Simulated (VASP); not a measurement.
The system is TiCo.

```
Co Ti
1.0
     2.98611    0.00000    0.00000
     0.00000    2.98611    0.00000
     0.00000    0.00000    2.98611
Co Ti
1 1
Direct
  0.50000 0.50000 0.50000
  0.00000 0.00000 0.00000
```

Base run:

| Item | Value |
| --- | --- |
| Program | VASP 6.6.1 |
| Functional | revPBE |
| Potentials or basis | VASP PAW PBE potentials, release 64 (Co, Ti_sv) |
| Cutoff | 520 eV |
| k mesh | 9 × 9 × 9 |
| Occupations | fermi-dirac, width 0.05 eV |
| Spin | collinear spin, ferromagnetic start |
| Starting moments | [2.0, 1.0] μB |

Its results: pressure 2.3 GPa; net moment 0.82 μB per cell; site moments Co +0.92; Ti -0.04 μB.

Task: After a change of settings the same cell gave: pressure 3.6 GPa; net moment 0.83 μB per cell; site moments Co +0.94; Ti -0.04 μB. Which change was it?
A. functional from revPBE to RPBE; further incar settings from ALGO = Normal; EDIFF = 1e-07; NBANDS = 22 to ALGO = Fast; EDIFF = 1e-07; NBANDS = 22
B. further incar settings from ALGO = Normal; EDIFF = 1e-07; NBANDS = 22 to ALGO = Normal; EDIFF = 1e-06; NBANDS = 22; dispersion from none to D3(BJ)
C. functional from revPBE to r2SCAN; further incar settings from ALGO = Normal; EDIFF = 1e-07; NBANDS = 22 to ALGO = Normal; EDIFF = 1e-06; NBANDS = 22

Result: A.

Caveats: the PAW data sets were made with another functional, which shifts forces and pressure a little; the cell stands under pressure (at least some runs).
